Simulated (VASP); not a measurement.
Set up this calculation in VASP 6.6.1, as the native input.

| Item | Value |
| --- | --- |
| Task | single point |
| Functional | revPBE |
| Potentials or basis | VASP PAW PBE potentials, release 64 (Ba_sv, F) |
| Cutoff | 600 eV |
| k mesh | 6 × 6 × 6 |
| Occupations | gaussian, width 0.05 eV |
| Spin | no spin polarisation |
| Dipole correction | no |
| Further INCAR settings | ALGO = Normal; EDIFF = 1e-06; NBANDS = 19 |

The structure of BaF2 lies in POSCAR:

```
BaF2
1.0
    0.0000000000      3.1233877021      3.1233877021
    3.1233877021      0.0000000000      3.1233877021
    3.1233877021      3.1233877021      0.0000000000
Ba F
1 2
Direct
    0.0000000000      0.0000000000      0.0000000000
    0.2500000000      0.2500000000      0.2500000000
    0.7500000000      0.7500000000      0.7500000000
```

One way to write it, as run:

INCAR

```
ALGO = Normal ; EDIFF = 1E-6
ENCUT = 600 ; GGA = RE
GGA_COMPAT = F ; ISIF = 2
ISMEAR = 0 ; LASPH = T
LCHARG = F ; LREAL = F
LWAVE = F ; NBANDS = 19
NELM = 120 ; PREC = Accurate
SIGMA = 0.05
```

KPOINTS

```
k-points
0
Gamma
  6 6 6
```

Potentials or basis: VASP PAW PBE potentials, release 64 (Ba_sv, F).

The run is started by

```console
$ cat potpaw_PBE.64/Ba_sv/POTCAR potpaw_PBE.64/F/POTCAR > POTCAR
$ mpirun -np 1 vasp_std > vasp.out
```

It gave:

```json
{
  "Pressure": "3.0 GPa",
  "Band gap on the k mesh": "6.97 eV, indirect (least direct gap 7.02 eV)"
}
```

Caveat: the PAW data sets were made with another functional, which shifts forces and pressure a little; spin-orbit coupling is left out, which moves the levels of the heavy elements.

Run time: 42 s on 1 thread of Intel Xeon 8259CL, with other jobs on the host, peak memory 0.21 GiB.
